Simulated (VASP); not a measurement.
# Ti3AlN4 (P4/mmm) in VASP: single point with PBE

Aim: the single point of Ti3AlN4 with PBE.

Everything below comes from runs of VASP 6.6.1. Logs are shortened: lines on timing, memory, paths and dates and some standing lists are left out, and cuts for length are marked.

**1. The cell of the first run**

The structure is tetragonal, space group P4/mmm (No. 123). The conventional cell has a = 2.974 Å, b = 2.974 Å, c = 8.463 Å, α = 90.00°, β = 90.00°, γ = 90.00°. Ti (site symmetry 4mm) has 6 N at 2.05 to 2.18 Å within 2.7 Å. Ti (site symmetry 4/mmm) has 6 N at 2.10 to 2.20 Å within 2.8 Å. Within 2.7 Å of Al (site symmetry 4/mmm) lie 6 N at 2.03 to 2.10 Å. N (site symmetry 4/mmm) has 6 Ti at 2.05 to 2.10 Å within 2.7 Å. Within 2.7 Å of N (site symmetry 4mm) lie 1 Al at 2.03 Å and 5 Ti at 2.11 to 2.20 Å. N (site symmetry 4/mmm) has 4 Al at 2.10 Å and 2 Ti at 2.18 Å within 2.8 Å.

**2. Single point, PBE**

POSCAR reads:

```
Ti3AlN4
1.0
    2.9736552194      0.0000000000      0.0000000000
    0.0000000000      2.9736552194      0.0000000000
    0.0000000000      0.0000000000      8.4631221031
Ti Al N
3 1 4
Direct
    0.0000000000      0.0000000000      0.7572922669
    0.5000000000      0.5000000000      0.0000000000
    0.0000000000      0.0000000000      0.2427077331
    0.5000000000      0.5000000000      0.5000000000
    0.0000000000      0.0000000000      0.0000000000
    0.5000000000      0.5000000000      0.2596181038
    0.0000000000      0.0000000000      0.5000000000
    0.5000000000      0.5000000000      0.7403818962
```

INCAR.step1 reads:

```
SYSTEM = Ti3AlN4
  PREC = Accurate
  ENCUT = 520
  EDIFF = 1E-6
  ISMEAR = 0
  SIGMA = 0.1
  LREAL = .False.
  LASPH = .True.
  NELM = 60
  ALGO = Normal
  ISIF = 2
  LWAVE = .False.
  LCHARG = .True.
  LMAXMIX = 4
  GGA = PE
  NBANDS = 40
```

KPOINTS.step1 reads:

```
Automatic mesh
0
Gamma
  12 12 6
  0 0 0
```

INCAR.step2 reads:

```
SYSTEM = Ti3AlN4
  PREC = Accurate
  ENCUT = 520
  EDIFF = 1E-6
  ISMEAR = -5
  SIGMA = 0.1
  LREAL = .False.
  LASPH = .True.
  NELM = 60
  ALGO = Normal
  ISIF = 2
  LWAVE = .False.
  LCHARG = .False.
  LMAXMIX = 4
  GGA = PE
  LORBIT = 10
  NEDOS = 1001
  ICHARG = 11
```

KPOINTS.step2 reads:

```
Automatic mesh
0
Gamma
  18 18 9
  0 0 0
```

Potentials or basis: VASP PAW PBE potentials, release 64 (Ti_sv, Al, N).

The run is started by

```bash
$ cat potpaw_PBE.64/Ti_sv/POTCAR potpaw_PBE.64/Al/POTCAR potpaw_PBE.64/N/POTCAR > POTCAR
$ cp INCAR.step1 INCAR
$ cp KPOINTS.step1 KPOINTS
$ mpirun -np 1 vasp_std > vasp.out
$ cp INCAR.step2 INCAR
$ cp KPOINTS.step2 KPOINTS
$ mpirun -np 1 vasp_std > vasp.out
```

OUTCAR:

```text
SYSTEM = Ti3AlN4
   PREC = Accurate
   ENCUT = 520
   EDIFF = 1E-6
   ISMEAR = -5
   LREAL = .False.
   LASPH = .True.
   NELM = 60
   ISIF = 2
   GGA = PE
   LORBIT = 10
   ICHARG = 11

 ion  position               nearest neighbor table
   1  0.000  0.000  0.757-   5 2.05   8 2.11   8 2.11   8 2.11   8 2.11   7 2.18   4 3.03   4 3.03
                             4 3.03   4 3.03
   2  0.500  0.500  0.000-   5 2.10   5 2.10   5 2.10   5 2.10   8 2.20   6 2.20
   3  0.000  0.000  0.243-   5 2.05   6 2.11   6 2.11   6 2.11   6 2.11   7 2.18   4 3.03   4 3.03
                             4 3.03   4 3.03
   4  0.500  0.500  0.500-   6 2.03   8 2.03   7 2.10   7 2.10   7 2.10   7 2.10   3 3.03   3 3.03
                             1 3.03   3 3.03   1 3.03   1 3.03   3 3.03   1 3.03
   5  0.000  0.000  0.000-   1 2.05   3 2.05   2 2.10   2 2.10   2 2.10   2 2.10
   6  0.500  0.500  0.260-   4 2.03   3 2.11   3 2.11   3 2.11   3 2.11   2 2.20
   7  0.000  0.000  0.500-   4 2.10   4 2.10   4 2.10   4 2.10   1 2.18   3 2.18
   8  0.500  0.500  0.740-   4 2.03   1 2.11   1 2.11   1 2.11   1 2.11   2 2.20

  LATTYP: Found a simple tetragonal cell.
 ALAT       =     2.9736552194
 C/A-ratio  =     2.8460334096

  Lattice vectors:

 A1 = (   2.9736552194,   0.0000000000,   0.0000000000)
 A2 = (   0.0000000000,   2.9736552194,   0.0000000000)
 A3 = (   0.0000000000,   0.0000000000,   8.4631221031)

Analysis of symmetry for initial positions (statically):
=====================================================================
 Subroutine PRICEL returns:
 Original cell was already a primitive cell.

 Routine SETGRP: Setting up the symmetry group for a
 simple tetragonal supercell.

 Subroutine GETGRP returns: Found 16 space group operations
 (whereof 16 operations were pure point group operations)
 out of a pool of 16 trial point group operations.

The static configuration has the point symmetry D_4h.

Analysis of symmetry for dynamics (positions and initial velocities):
=====================================================================
 Subroutine PRICEL returns:
 Original cell was already a primitive cell.

 Routine SETGRP: Setting up the symmetry group for a
 simple tetragonal supercell.

 Subroutine GETGRP returns: Found 16 space group operations
 (whereof 16 operations were pure point group operations)
 out of a pool of 16 trial point group operations.

The dynamic configuration has the point symmetry D_4h.

 Subroutine INISYM returns: Found 16 space group operations
 (whereof 16 operations are pure point group operations),
 and found     1 'primitive' translations

----------------------------------------------------------------------------------------

                                     Primitive cell

  volume of cell :      74.8362

  direct lattice vectors                    reciprocal lattice vectors
     2.973655219  0.000000000  0.000000000     0.336286464  0.000000000  0.000000000
     0.000000000  2.973655219  0.000000000     0.000000000  0.336286464  0.000000000
     0.000000000  0.000000000  8.463122103     0.000000000  0.000000000  0.118159704

  length of vectors
     2.973655219  2.973655219  8.463122103     0.336286464  0.336286464  0.118159704

  position of ions in fractional coordinates (direct lattice)
     0.000000000  0.000000000  0.757292267
     0.500000000  0.500000000  0.000000000
     0.000000000  0.000000000  0.242707733
     0.500000000  0.500000000  0.500000000
     0.000000000  0.000000000  0.000000000
     0.500000000  0.500000000  0.259618104
     0.000000000  0.000000000  0.500000000
     0.500000000  0.500000000  0.740381896

  ion indices of the primitive-cell ions
   primitive index   ion index
                 1           1
                 2           2
                 3           3
                 4           4
                 5           5
                 6           6
                 7           7
                 8           8

----------------------------------------------------------------------------------------

 KPOINTS: Automatic mesh

Automatic generation of k-mesh.
 Grid dimensions read from file:
 generate k-points for:   18   18    9

 Generating k-lattice:

  Cartesian coordinates                     Fractional coordinates (reciprocal lattice)
     0.018682581  0.000000000  0.000000000     0.055555556  0.000000000  0.000000000
     0.000000000  0.018682581  0.000000000     0.000000000  0.055555556  0.000000000
     0.000000000  0.000000000  0.013128856     0.000000000  0.000000000  0.111111111

  Length of vectors
     0.018682581  0.018682581  0.013128856

  Shift w.r.t. Gamma in fractional coordinates (k-lattice)
     0.000000000  0.000000000  0.000000000

 TETIRR: Found   4383 inequivalent tetrahedra from    17496

 Subroutine IBZKPT returns following result:
 ===========================================

 Found    275 irreducible k-points:

 Following reciprocal coordinates:
            Coordinates               Weight
  0.000000  0.000000  0.000000      1.000000
  0.055556  0.000000  0.000000      4.000000
  0.111111  0.000000  0.000000      4.000000
  0.166667  0.000000  0.000000      4.000000
  0.222222  0.000000  0.000000      4.000000
  0.277778  0.000000  0.000000      4.000000
[... 16 lines left out ...]
  0.277778  0.111111  0.000000      8.000000
  0.333333  0.111111  0.000000      8.000000
 [... further k-points ...]
   k-points           NKPTS =    275   k-points in BZ     NKDIM =    275   number of bands    NBANDS=     35
   number of dos      NEDOS =   1001   number of ions     NIONS =      8
   total plane-waves  NPLWV =  36864
   dimension x,y,z NGX =    24 NGY =   24 NGZ =   64
   dimension x,y,z NGXF=    48 NGYF=   48 NGZF=  128
   ions per type =               3   1   4
   NGX,Y,Z   is equivalent  to a cutoff of  13.42, 13.42, 12.57 a.u.
   NGXF,Y,Z  is equivalent  to a cutoff of  26.84, 26.84, 25.14 a.u.
 SYSTEM =  Ti3AlN4
   PREC   = accura    normal or accurate (medium, high low for compatibility)
   ISTART =      0    job   : 0-new  1-cont  2-samecut
   ICHARG =     11    charge: 1-file 2-atom 10-const
   ISPIN  =      1    spin polarized calculation?
   LNONCOLLINEAR =      F non collinear calculations
   LSORBIT =      F    spin-orbit coupling
   LASPH  =      T    aspherical Exc in radial PAW
   ENCUT  =  520.0 eV  38.22 Ry    6.18 a.u.   5.53  5.53 15.74*2*pi/ulx,y,z
   NELM   =     60;   NELMIN=  2; NELMDL=  0     # of ELM steps
   EDIFF  = 0.1E-05   stopping-criterion for ELM
   LREAL  =      F    real-space projection
   EDIFFG = 0.1E-04   stopping-criterion for IOM
   NSW    =      0    number of steps for IOM
   IBRION =     -1    ionic relax: 0-MD 1-quasi-New 2-CG
   NFREE  =      0    steps in history (QN), initial steepest desc. (CG)
   ISIF   =      2    stress and relaxation
   ISYM   =      2    0-nonsym 1-usesym 2-fastsym
   POTIM  = 0.5000    time-step for ionic-motion
   TEBEG  =    0.0;   TEEND  =   0.0 temperature during run
   PSTRESS=    0.0 pullay stress
   NELECT =      59.0000    total number of electrons
   NUPDOWN=      -1.0000    fix difference up-down
   EMIN   =  10.00;   EMAX   =-10.00  energy-range for DOS
   EFERMI =   0.00;   METHOD = LEGACY
   ISMEAR =    -5;   SIGMA  =   0.10  broadening in eV -4-tet -1-fermi 0-gaus
   EFERMI_NEDOS =   21; number of points for ismear=-14 and -15
   IALGO  =     38    algorithm
   IMIX   =      4    mixing-type and parameters
     AMIX     =   0.40;   BMIX     =  1.00
     AMIX_MAG =   1.60;   BMIX_MAG =  1.00
  volume/ion in A,a.u.               =       9.35        63.13
  Fermi-wavevector in a.u.,A,eV,Ry     =   1.512359  2.857944 31.119649  2.287230
  Thomas-Fermi vector in A             =   2.622294
   LORBIT       =     10    0 simple, 1 ext, 2 COOP (PROOUT), +10 PAW based schemes
   GGA     = PE    functional components
   LHFCALC =     F    Hartree Fock is set to
   AEXX    =    0.0000 exact exchange contribution
   IVDW    =     0    specifies the selected vdW correction
   LEPSILON=     F    determine dielectric tensor
   LRPA    =     F    only Hartree local field effects (RPA)
 non-spin polarized calculation
 Fermi weights with tetrahedron method with Bloechl corrections
  energy-cutoff  :      520.00
  volume of cell :       74.84
 maximum number of plane-waves:      2040
 NGX is ok and might be reduce to    24

 number of electron      58.9999976 magnetization

 Free energy of the ion-electron system (eV)
  ---------------------------------------------------
  ext. energy  EPLUGINS =         0.00000000
  ---------------------------------------------------
  free energy    TOTEN  =       -73.04425477 eV

  energy without entropy =      -73.04425477  energy(sigma->0) =      -73.04425477

 E-fermi :  11.2986     XC(G=0): -12.7770

 val. band max:       11.3264920280   @ k =   0.2778   0.0556   0.4444
 cond. band min:      11.2367650154   @ k =   0.2222   0.0556   0.2222
 fundamental gap:     -0.0897270127
 Fermi energy:        11.2986306084

 k-point     1 :       0.0000    0.0000    0.0000
  band No.  band energies     occupation
      1     -46.5613      2.00000
      2     -46.5451      2.00000
      3     -46.3396      2.00000
      4     -22.9953      2.00000
      5     -22.8917      2.00000
      6     -22.7133      2.00000
[... 27 lines left out ...]
     34      12.0229      0.00000
     35      12.3916      0.00000

 k-point     2 :       0.0556    0.0000    0.0000
  band No.  band energies     occupation
      1     -46.5597      2.00000
      2     -46.5440      2.00000
      3     -46.3389      2.00000
      4     -22.9926      2.00000
      5     -22.8963      2.00000
      6     -22.7218      2.00000
[... 828 lines left out ...]
 k-point    24 :       0.3333    0.1111    0.0000
  band No.  band energies     occupation
      1     -46.5181      2.00000
      2     -46.5138      2.00000
      3     -46.3197      2.00000
      4     -23.0454      2.00000
      5     -23.0334      2.00000
      6     -22.9480      2.00000
[... 27 lines left out ...]
     34      12.7352      0.00000
     35      13.0860      0.00000

 [... further k-points ...]
[... 5 lines left out ...]
  --------------------------------------------------------------------------------------
  -------------------------------------------------------------------------------------
  Total        0.1980135      0.1980135      0.1885213      0.0000000      0.0000000      0.0000000
  in kB        4.2392932      4.2392932      4.0360752      0.0000000      0.0000000      0.0000000
  external PRESSURE =       4.1715539 kB  Pullay stress =       0.0000000 kB

 VOLUME and BASIS-vectors are now :
 -----------------------------------------------------------------------------
  energy-cutoff  :      520.00
  volume of cell :       74.84
      direct lattice vectors                 reciprocal lattice vectors
     2.973655219  0.000000000  0.000000000     0.336286464  0.000000000  0.000000000
     0.000000000  2.973655219  0.000000000     0.000000000  0.336286464  0.000000000
     0.000000000  0.000000000  8.463122103     0.000000000  0.000000000  0.118159704

 POSITION                                       TOTAL-FORCE (eV/Angst)
 -----------------------------------------------------------------------------------
      0.00000      0.00000      6.40906        -0.000000     -0.000000     -0.050096
      1.48683      1.48683      0.00000        -0.000000      0.000000     -0.000000
      0.00000      0.00000      2.05407         0.000000     -0.000000      0.050096
      1.48683      1.48683      4.23156        -0.000000      0.000000     -0.000000
      0.00000      0.00000      0.00000        -0.000000      0.000000     -0.000000
      1.48683      1.48683      2.19718        -0.000000      0.000000      0.023688
      0.00000      0.00000      4.23156        -0.000000      0.000000     -0.000000
      1.48683      1.48683      6.26594        -0.000000      0.000000     -0.023688
 -----------------------------------------------------------------------------------
    total drift:                                0.000000     -0.000000     -0.000000

  FREE ENERGIE OF THE ION-ELECTRON SYSTEM (eV)
  ---------------------------------------------------
  free  energy   TOTEN  =       -73.0442547713 eV

  energy  without entropy=      -73.0442547713  energy(sigma->0) =      -73.04425477

 total charge

# of ion       s       p       d       tot
------------------------------------------
    1        2.193   6.243   1.964  10.400
    2        2.180   6.222   2.012  10.414
    3        2.193   6.243   1.964  10.400
    4        0.307   0.355   0.000   0.662
    5        1.252   2.524   0.000   3.776
    6        1.243   2.528   0.000   3.771
    7        1.223   2.536   0.000   3.759
    8        1.243   2.528   0.000   3.771
--------------------------------------------------
tot         11.834  29.180   5.939  46.953
```

Wall time 5.4 min (1 thread of Intel Xeon 6975P-C (Granite Rapids), shared host); peak memory 0.63 GiB.

Results:

```yaml
Valence_electrons_inside_the_program's_atomic_spheres: Ti 10.40, 10.41 (each value once); Al 0.66; N 3.78, 3.77, 3.76 (each value once)
```

Caveat: an odd number of electrons without spin polarisation forces a metal; a magnetic or distorted state may lie lower.
